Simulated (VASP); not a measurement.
Write the native input for VASP 6.6.1 that does the following.

```
Task                   : single point
Functional             : LDA
Potentials or basis    : VASP PAW LDA potentials, release 64 (Br)
Cutoff                 : 520 eV
k mesh                 : 7 × 7 × 3
Occupations            : fermi-dirac, width 0.05 eV
Spin                   : no spin polarisation
Dipole correction      : no
Further INCAR settings : ALGO = Normal; EDIFF = 1e-06; NBANDS = 22
```

The structure of Br lies in POSCAR:

```
Br
1.0
    3.3632500000     -2.3225500000      0.0000000000
    3.3632500000      2.3225500000      0.0000000000
    0.0000000000      0.0000000000      8.7023000000
Br
4
Direct
    0.3651000000      0.6349000000      0.3901000000
    0.1349000000      0.8651000000      0.8901000000
    0.6349000000      0.3651000000      0.6099000000
    0.8651000000      0.1349000000      0.1099000000
```

One way to write it, as run:

INCAR

```
ALGO = Normal ; EDIFF = 1E-6
ENCUT = 520 ; GGA = CA
ISIF = 2 ; ISMEAR = -1
LASPH = True ; LCHARG = False
LREAL = False ; LWAVE = False
NBANDS = 22 ; NELM = 100
PREC = Accurate ; SIGMA = 0.05
```

KPOINTS

```
k-points
0
Gamma
  7 7 3
```

Potentials or basis: VASP PAW LDA potentials, release 64 (Br).

Launch:

```bash
$ cat potpaw_LDA.64/Br/POTCAR > POTCAR
$ mpirun -np 1 vasp_std > vasp.out
```

It gave:

| Item | Value |
| --- | --- |
| Pressure | -1.2 GPa |
| Largest force | 0.728 eV/Å |
| Band gap on the k mesh | 1.75 eV, indirect (least direct gap 1.77 eV) |

Wall time 39 s on 1 thread of Intel(R) Xeon(R) 6975P-C (Granite Rapids), on a shared host, peak memory 0.22 GiB.
